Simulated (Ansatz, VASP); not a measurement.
NbH2 in VASP and in Ansatz

```
Nb H
1.0
     2.73318    0.00000    0.00000
     0.00000    2.73318    0.00000
     0.00000    0.00000   26.08150
Nb H
1 2
Direct
  0.50000 0.50000 0.33280
  0.00000 0.50000 0.28276
  0.50000 0.00000 0.28276
```

Alike in both runs: task single point; functional LDA; k mesh 10 × 10 × 1; occupations fermi-dirac, width 0.05 eV; no spin polarisation.

|  | VASP | Ansatz |
| --- | --- | --- |
| version | VASP 6.6.1 | Ansatz 0.2.0 |
| potentials or method | VASP PAW LDA potentials, release 64 (Nb_sv, H), cutoff 520 eV | all-electron LAPW, scalar-relativistic |

VASP gave:

```
gap on the k mesh at the Fermi level (eV) : none
rms of the force components (eV/Å)        : 0.053
```

Estimate Ansatz's values.

gap on the k mesh at the Fermi level (eV): none; rms of the force components (eV/Å): 0.057.

LDA's correlation is that of Perdew and Zunger in VASP and of Perdew and Wang (1992) in Ansatz. Atom by atom the forces differ by 0.004 eV/Å (rms over components). A gap of «none» marks a metal or a gap that the smearing closes. Ansatz ran all-electron here, and VASP with PAW potentials.
